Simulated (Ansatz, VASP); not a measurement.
**Two plane-wave programs on TiH3**

INCAR

```
PREC = Accurate ; ENCUT = 520
EDIFF = 1E-6 ; ISMEAR = 0
SIGMA = 0.1 ; LREAL = F
LASPH = T ; NELM = 80
ALGO = Normal ; ISIF = 2
LWAVE = F ; LCHARG = F
GGA = PE ; NBANDS = 25
```

The input KPOINTS:

```
Automatic mesh
0
Gamma
  6 6 4
```

Contents of POSCAR:

```
TiH3
1.0
    3.1654958000      0.0000000000      0.0000000000
   -1.5827479000      2.7413998000      0.0000000000
    0.0000000000      0.0000000000      5.5850786000
Ti H
2 6
Direct
    0.3333333000      0.6666667000      0.2500000000
    0.6666667000      0.3333333000      0.7500000000
    0.3333333000      0.6666667000      0.5939700000
    0.3333333000      0.6666667000      0.9060300000
    0.6666667000      0.3333333000      0.4060300000
    0.6666667000      0.3333333000      0.0939700000
    0.0000000000      0.0000000000      0.2500000000
    0.0000000000      0.0000000000      0.7500000000
```

Input for Ansatz:

```yaml
crystal:
  lattice:
    - [3.1654958, 0.0, 0.0]
    - [-1.5827479, 2.7413998, 0.0]
    - [0.0, 0.0, 5.5850786]
  atoms:
    - { symbol: Ti, position: [0.3333333, 0.6666667, 0.25] }
    - { symbol: Ti, position: [0.6666667, 0.3333333, 0.75] }
    - { symbol: H, position: [0.3333333, 0.6666667, 0.59397] }
    - { symbol: H, position: [0.3333333, 0.6666667, 0.90603] }
    - { symbol: H, position: [0.6666667, 0.3333333, 0.40603] }
    - { symbol: H, position: [0.6666667, 0.3333333, 0.09397] }
    - { symbol: H, position: [0.0, 0.0, 0.25] }
    - { symbol: H, position: [0.0, 0.0, 0.75] }
basis:
  ecutwfc: 420
kpoints:
  mp_grid: { grid: [6, 6, 4] }
hamiltonian:
  xc: pbe
scf:
  occupations: { method: gaussian, width: 0.1 }
  lower_state_search: "off"
output:
  forces: true
  stress: true
  eigenvalues: true
```

Alike in both runs: task single point; functional PBE; k mesh 6 × 6 × 4; occupations gaussian, width 0.1 eV; no spin polarisation.

|  | VASP | Ansatz |
| --- | --- | --- |
| version | VASP 6.6.1 | Ansatz 0.2.0 |
| potentials or method | VASP PAW PBE potentials, release 64 (Ti_sv, H), cutoff 520 eV | scalar-relativistic, plane waves, PAW |
| valence electrons in the cell | 30 | 30 |

Ansatz gave:

- gap on the k mesh at the Fermi level (eV): none
- pressure (GPa): 0.0
- traceless stress, the component that is largest in VASP (GPa): -0.09

Task: What did VASP give for the same quantities?

Result: gap on the k mesh at the Fermi level (eV): none; pressure (GPa): -0.1; traceless stress, the component that is largest in VASP (GPa): -0.14.

A gap of «none» marks a metal or a gap that the smearing closes. The functional is the same, so the differences come from potentials, cutoffs and numerics.

The k mesh is coarse, so the values compare programs but aren't converged.
